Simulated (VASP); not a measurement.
# PtS2 (R-3m) in VASP: settings compared

PtS2 is run at these levels: PBE, r2SCAN; tasks: single point.

Everything below comes from runs of VASP 6.6.1. Logs are shortened: lines on timing, memory, paths and dates and some standing lists are left out, and cuts for length are marked.

## Step 1: The cell of the first run

It takes space group R-3m (No. 166, trigonal). Conventional cell: a = 3.529 Å, b = 3.529 Å, c = 16.569 Å, α = 90.00°, β = 90.00°, γ = 120.00°. Within 3.2 Å of Pt (site symmetry -3m) lie 6 S at 2.39 Å. Within 3.3 Å of S (site symmetry 3m) lie 3 Pt at 2.39 Å and 3 S at 3.21 Å.

## Step 2: Single point, PBE

Input file INCAR:

```
SYSTEM = PtS2
PREC = Accurate
ENCUT = 520
EDIFF = 1E-6
ISMEAR = 0
SIGMA = 0.01
LREAL = .FALSE.
LASPH = .TRUE.
NELM = 100
ALGO = Normal
ISIF = 2
LWAVE = .FALSE.
LCHARG = .FALSE.
GGA = PE
NBANDS = 18
```

Input file KPOINTS:

```
Automatic mesh
0
G
  8 8 8
  0 0 0
```

Input file POSCAR:

```
PtS2
1.0
    1.7644429029      1.0187015850      5.5230462186
   -1.7644429029      1.0187015850      5.5230462186
    0.0000000000     -2.0374031699      5.5230462186
Pt S
1 2
Direct
    0.0000000000      0.0000000000      0.0000000000
    0.2583047872      0.2583047872      0.2583047872
    0.7416952128      0.7416952128      0.7416952128
```

Potentials or basis: VASP PAW PBE potentials, release 64 (Pt, S).

Launch:

```console
cat potpaw_PBE.64/Pt/POTCAR potpaw_PBE.64/S/POTCAR > POTCAR
mpirun -np 1 vasp_std > vasp.out
```

OUTCAR:

```text
SYSTEM = PtS2
   PREC = Accurate
   ENCUT = 520
   EDIFF = 1E-6
   ISMEAR = 0
   LREAL = .FALSE.
   LASPH = .TRUE.
   NELM = 100
   ISIF = 2
   GGA = PE

 ion  position               nearest neighbor table
   1  0.000  0.000  0.000-   3 2.39   3 2.39   2 2.39   2 2.39   3 2.39   2 2.39
   2  0.258  0.258  0.258-   1 2.39   1 2.39   1 2.39
   3  0.742  0.742  0.742-   1 2.39   1 2.39   1 2.39

  LATTYP: Found a trigonal (rhomboedric) cell.
 ALAT       =     5.8868541013
 COS(alpha) =     0.8203287169

  Lattice vectors:

 A1 = (   1.7644429029,   1.0187015850,   5.5230462186)
 A2 = (  -1.7644429029,   1.0187015850,   5.5230462186)
 A3 = (   0.0000000000,  -2.0374031699,   5.5230462186)

Analysis of symmetry for initial positions (statically):
=====================================================================
 Subroutine PRICEL returns:
 Original cell was already a primitive cell.

 Routine SETGRP: Setting up the symmetry group for a
 trigonal (rhombohedral) supercell.

 Subroutine GETGRP returns: Found 12 space group operations
 (whereof 12 operations were pure point group operations)
 out of a pool of 12 trial point group operations.

The static configuration has the point symmetry D_3d.

Analysis of symmetry for dynamics (positions and initial velocities):
=====================================================================
 Subroutine PRICEL returns:
 Original cell was already a primitive cell.

 Routine SETGRP: Setting up the symmetry group for a
 trigonal (rhombohedral) supercell.

 Subroutine GETGRP returns: Found 12 space group operations
 (whereof 12 operations were pure point group operations)
 out of a pool of 12 trial point group operations.

The dynamic configuration has the point symmetry D_3d.

 Subroutine INISYM returns: Found 12 space group operations
 (whereof 12 operations are pure point group operations),
 and found     1 'primitive' translations

----------------------------------------------------------------------------------------

                                     Primitive cell

  volume of cell :      59.5641

  direct lattice vectors                    reciprocal lattice vectors
     1.764442903  1.018701585  5.523046219     0.283375562  0.163606957  0.060353167
    -1.764442903  1.018701585  5.523046219    -0.283375562  0.163606957  0.060353167
     0.000000000 -2.037403170  5.523046219     0.000000000 -0.327213915  0.060353167

  length of vectors
     5.886854101  5.886854101  5.886854101     0.332733303  0.332733303  0.332733303

  position of ions in fractional coordinates (direct lattice)
     0.000000000  0.000000000  0.000000000
     0.258304787  0.258304787  0.258304787
     0.741695213  0.741695213  0.741695213

  ion indices of the primitive-cell ions
   primitive index   ion index
                 1           1
                 2           2
                 3           3

----------------------------------------------------------------------------------------

 KPOINTS: Automatic mesh

Automatic generation of k-mesh.
 Grid dimensions read from file:
 generate k-points for:    8    8    8

 Generating k-lattice:

  Cartesian coordinates                     Fractional coordinates (reciprocal lattice)
     0.035421945  0.020450870  0.007544146     0.125000000  0.000000000  0.000000000
    -0.035421945  0.020450870  0.007544146     0.000000000  0.125000000  0.000000000
     0.000000000 -0.040901739  0.007544146     0.000000000  0.000000000  0.125000000

  Length of vectors
     0.041591663  0.041591663  0.041591663

  Shift w.r.t. Gamma in fractional coordinates (k-lattice)
     0.000000000  0.000000000  0.000000000

 Subroutine IBZKPT returns following result:
 ===========================================

 Found     65 irreducible k-points:

 Following reciprocal coordinates:
            Coordinates               Weight
  0.000000  0.000000  0.000000      1.000000
  0.125000 -0.000000  0.000000      6.000000
  0.250000 -0.000000  0.000000      6.000000
  0.375000 -0.000000  0.000000      6.000000
  0.500000 -0.000000  0.000000      3.000000
  0.125000  0.125000  0.000000      6.000000
[... 16 lines left out ...]
  0.250000  0.125000  0.125000      6.000000
  0.375000  0.125000  0.125000      6.000000
 [... further k-points ...]
   k-points           NKPTS =     65   k-points in BZ     NKDIM =     65   number of bands    NBANDS=     18
   number of dos      NEDOS =    301   number of ions     NIONS =      3
   total plane-waves  NPLWV = 110592
   dimension x,y,z NGX =    48 NGY =   48 NGZ =   48
   dimension x,y,z NGXF=    96 NGYF=   96 NGZF=   96
   ions per type =               1   2
   NGX,Y,Z   is equivalent  to a cutoff of  13.56, 13.56, 13.56 a.u.
   NGXF,Y,Z  is equivalent  to a cutoff of  27.11, 27.11, 27.11 a.u.
 SYSTEM =  PtS2
   PREC   = accura    normal or accurate (medium, high low for compatibility)
   ISTART =      0    job   : 0-new  1-cont  2-samecut
   ICHARG =      2    charge: 1-file 2-atom 10-const
   ISPIN  =      1    spin polarized calculation?
   LNONCOLLINEAR =      F non collinear calculations
   LSORBIT =      F    spin-orbit coupling
   LASPH  =      T    aspherical Exc in radial PAW
   ENCUT  =  520.0 eV  38.22 Ry    6.18 a.u.  10.95 10.95 10.95*2*pi/ulx,y,z
   NELM   =    100;   NELMIN=  2; NELMDL= -5     # of ELM steps
   EDIFF  = 0.1E-05   stopping-criterion for ELM
   LREAL  =      F    real-space projection
   EDIFFG = 0.1E-04   stopping-criterion for IOM
   NSW    =      0    number of steps for IOM
   IBRION =     -1    ionic relax: 0-MD 1-quasi-New 2-CG
   NFREE  =      0    steps in history (QN), initial steepest desc. (CG)
   ISIF   =      2    stress and relaxation
   ISYM   =      2    0-nonsym 1-usesym 2-fastsym
   POTIM  = 0.5000    time-step for ionic-motion
   TEBEG  =    0.0;   TEEND  =   0.0 temperature during run
   PSTRESS=    0.0 pullay stress
   NELECT =      22.0000    total number of electrons
   NUPDOWN=      -1.0000    fix difference up-down
   EMIN   =  10.00;   EMAX   =-10.00  energy-range for DOS
   EFERMI =   0.00;   METHOD = LEGACY
   ISMEAR =     0;   SIGMA  =   0.01  broadening in eV -4-tet -1-fermi 0-gaus
   EFERMI_NEDOS =   21; number of points for ismear=-14 and -15
   IALGO  =     38    algorithm
   IMIX   =      4    mixing-type and parameters
     AMIX     =   0.40;   BMIX     =  1.00
     AMIX_MAG =   1.60;   BMIX_MAG =  1.00
  volume/ion in A,a.u.               =      19.85       133.99
  Fermi-wavevector in a.u.,A,eV,Ry     =   1.174593  2.219660 18.771545  1.379670
  Thomas-Fermi vector in A             =   2.310988
   LORBIT       =      0    0 simple, 1 ext, 2 COOP (PROOUT), +10 PAW based schemes
   GGA     = PE    functional components
   LHFCALC =     F    Hartree Fock is set to
   AEXX    =    0.0000 exact exchange contribution
   IVDW    =     0    specifies the selected vdW correction
   LEPSILON=     F    determine dielectric tensor
   LRPA    =     F    only Hartree local field effects (RPA)
 non-spin polarized calculation
 Gauss-broadening in eV      SIGMA  =   0.01
  energy-cutoff  :      520.00
  volume of cell :       59.56
 maximum number of plane-waves:      1635
 NGX is ok and might be reduce to    48
   NGX = 21   NGY = 21   NGZ = 21

 number of electron      21.9999999 magnetization

 Free energy of the ion-electron system (eV)
  ---------------------------------------------------
  ext. energy  EPLUGINS =         0.00000000
  ---------------------------------------------------
  free energy    TOTEN  =       -15.41019688 eV

  energy without entropy =      -15.41019688  energy(sigma->0) =      -15.41019688

 E-fermi :   5.4062     XC(G=0): -10.0982

 val. band max:        5.3364369828   @ k =   0.2500   0.1250   0.1250
 cond. band min:       6.4019197717   @ k =  -0.2500   0.2500   0.0000
 fundamental gap:      1.0654827889
 Fermi energy:         5.4062277826

 k-point     1 :       0.0000    0.0000    0.0000
  band No.  band energies     occupation
      1      -9.2881      2.00000
      2      -6.7868      2.00000
      3      -0.8938      2.00000
      4      -0.6807      2.00000
      5      -0.6807      2.00000
      6       2.0018      2.00000
[... 10 lines left out ...]
     17      13.6191      0.00000
     18      16.8004      0.00000

 k-point     2 :       0.1250   -0.0000    0.0000
  band No.  band energies     occupation
      1      -9.0879      2.00000
      2      -6.8540      2.00000
      3      -0.7268      2.00000
      4      -0.5638      2.00000
      5      -0.5629      2.00000
      6       1.6950      2.00000
[... 10 lines left out ...]
     17      14.2640      0.00000
     18      16.1750      0.00000

 k-point     3 :       0.2500   -0.0000    0.0000
  band No.  band energies     occupation
      1      -8.5469      2.00000
      2      -7.0056      2.00000
      3      -0.5902      2.00000
      4      -0.3102      2.00000
      5       0.0736      2.00000
      6       0.7452      2.00000
[... 10 lines left out ...]
     17      15.2229      0.00000
     18      15.5741      0.00000

 k-point     4 :       0.3750   -0.0000    0.0000
  band No.  band energies     occupation
      1      -7.8969      2.00000
      2      -7.1253      2.00000
      3      -0.9566      2.00000
      4      -0.1646      2.00000
      5       0.2334      2.00000
      6       0.9666      2.00000
[... 375 lines left out ...]
      4      -0.6782      2.00000
      5      -0.6782      2.00000
      6       2.0023      2.00000
[... 10 lines left out ...]
     17      13.6774      0.00000
     18      16.3863      0.00000

 k-point    23 :       0.2500    0.1250    0.1250
  band No.  band energies     occupation
      1      -9.0512      2.00000
      2      -6.9340      2.00000
      3      -0.7549      2.00000
      4      -0.5568      2.00000
      5      -0.3805      2.00000
      6       1.7007      2.00000
[... 10 lines left out ...]
     17      14.2636      0.00000
     18      15.7554      0.00000

 k-point    24 :       0.3750    0.1250    0.1250
  band No.  band energies     occupation
      1      -8.5039      2.00000
      2      -7.0716      2.00000
      3      -0.7137      2.00000
      4      -0.3004      2.00000
      5       0.3002      2.00000
      6       0.7349      2.00000
[... 10 lines left out ...]
     17      14.9577      0.00000
     18      15.5782      0.00000

 [... further k-points ...]

------------------------ aborting loop because EDIFF is reached ----------------------------------------

  FORCE on cell =-STRESS in cart. coord.  units (eV):
  Direction    XX          YY          ZZ          XY          YZ          ZX
  --------------------------------------------------------------------------------------
  -------------------------------------------------------------------------------------
  Total        1.2977018      1.2977018      0.8020469      0.0000000      0.0000000      0.0000000
  in kB       34.9060708     34.9060708     21.5737602      0.0000000      0.0000000      0.0000000
  external PRESSURE =      30.4619672 kB  Pullay stress =       0.0000000 kB

 VOLUME and BASIS-vectors are now :
 -----------------------------------------------------------------------------
  energy-cutoff  :      520.00
  volume of cell :       59.56
      direct lattice vectors                 reciprocal lattice vectors
     1.764442903  1.018701585  5.523046219     0.283375562  0.163606957  0.060353167
    -1.764442903  1.018701585  5.523046219    -0.283375562  0.163606957  0.060353167
     0.000000000 -2.037403170  5.523046219     0.000000000 -0.327213915  0.060353167

 POSITION                                       TOTAL-FORCE (eV/Angst)
 -----------------------------------------------------------------------------------
      0.00000      0.00000      0.00000         0.000000     -0.000000      0.000000
      0.00000      0.00000      4.27989         0.000000     -0.000000     -0.009633
      0.00000      0.00000     12.28925         0.000000      0.000000      0.009633
 -----------------------------------------------------------------------------------
    total drift:                               -0.000000     -0.000000      0.000000

  FREE ENERGIE OF THE ION-ELECTRON SYSTEM (eV)
  ---------------------------------------------------
  free  energy   TOTEN  =       -15.4101968829 eV

  energy  without entropy=      -15.4101968829  energy(sigma->0) =      -15.41019688
```

It took 1.7 min on 1 thread of AMD EPYC 9R45 (Zen 5), shared host; peak memory 0.31 GiB.

Results:

```
Free energy            : -15.4102 eV
Pressure               : 3.0 GPa
Largest force          : 0.010 eV/Å
Band gap on the k mesh : 1.07 eV (least direct gap 1.21 eV)
```

Forces on the atoms (eV/Å):
```
Pt   0.000  0.000  0.000
S    0.000  0.000 -0.010
S    0.000  0.000  0.010
```

Caveat: the cell stands under pressure; spin-orbit coupling is left out, which moves the levels of the heavy elements.

## Step 3: Single point, r2SCAN

POSCAR is that of step 2.

Input file INCAR.step1:

```
SYSTEM = PtS2
  ALGO = Normal
  EDIFF = 1E-4
  ENCUT = 520
  GGA = PE
  ISMEAR = 0
  LASPH = .True.
  LCHARG = .False.
  LREAL = .False.
  LWAVE = .True.
  NBANDS = 18
  NELM = 60
  PREC = Accurate
  SIGMA = 0.01
```

Input file INCAR.step2:

```
SYSTEM = PtS2
  ALGO = Normal
  EDIFF = 1E-6
  ENCUT = 520
  ISIF = 2
  ISMEAR = 0
  ISTART = 1
  LASPH = .True.
  LCHARG = .False.
  LMIXTAU = .True.
  LREAL = .False.
  LWAVE = .False.
  METAGGA = R2SCAN
  NBANDS = 18
  NELM = 60
  PREC = Accurate
  SIGMA = 0.01
```

Input file KPOINTS:

```
k-points
0
Gamma
  8 8 8
  0 0 0
```

Potentials or basis: VASP PAW PBE potentials, release 64 (Pt, S).

Launch:

```console
cat potpaw_PBE.64/Pt/POTCAR potpaw_PBE.64/S/POTCAR > POTCAR
cp INCAR.step1 INCAR
mpirun -np 1 vasp_std > vasp.out
cp INCAR.step2 INCAR
mpirun -np 1 vasp_std > vasp.out
```

Run time: 7.4 min. Hardware: 1 thread of AMD EPYC 9R45 (Zen 5), shared host; peak memory 0.36 GiB.

Results (log left out):

* Free energy: -68.8575 eV
* Pressure: 1.1 GPa
* Largest force: 0.047 eV/Å
* Band gap on the k mesh: 1.21 eV (least direct gap 1.42 eV)

Forces in eV/Å, atoms in the order of the input:
```
Pt   0.000  0.000  0.000
S    0.000  0.000  0.047
S    0.000  0.000 -0.047
```

Stress tensor (GPa, compression positive):
```
1.14 0.00 0.00
0.00 1.14 0.00
0.00 0.00 1.04
```

Levels at points of the mesh, in eV from the valence-band top:
```
           k point  band 8  band 9  band 10  band 11  band 12  band 13  band 14  band 15
(0.00, 0.00, 0.00)   -1.59   -0.63    -0.63    -0.08     2.94     2.94     5.96     6.30
(0.50, 0.00, 0.00)   -2.65   -2.39    -2.24    -2.18     2.34     2.55     6.38     6.96
(0.50, 0.50, 0.00)   -2.75   -2.59    -2.27    -1.66     3.00     3.08     4.76     6.58
(0.50, 0.50, 0.50)   -2.05   -0.97    -0.77    -0.77     3.08     3.08     6.35     7.89
```

Caveat: the PAW data sets were made with another functional, which shifts forces and pressure a little; spin-orbit coupling is left out, which moves the levels of the heavy elements.
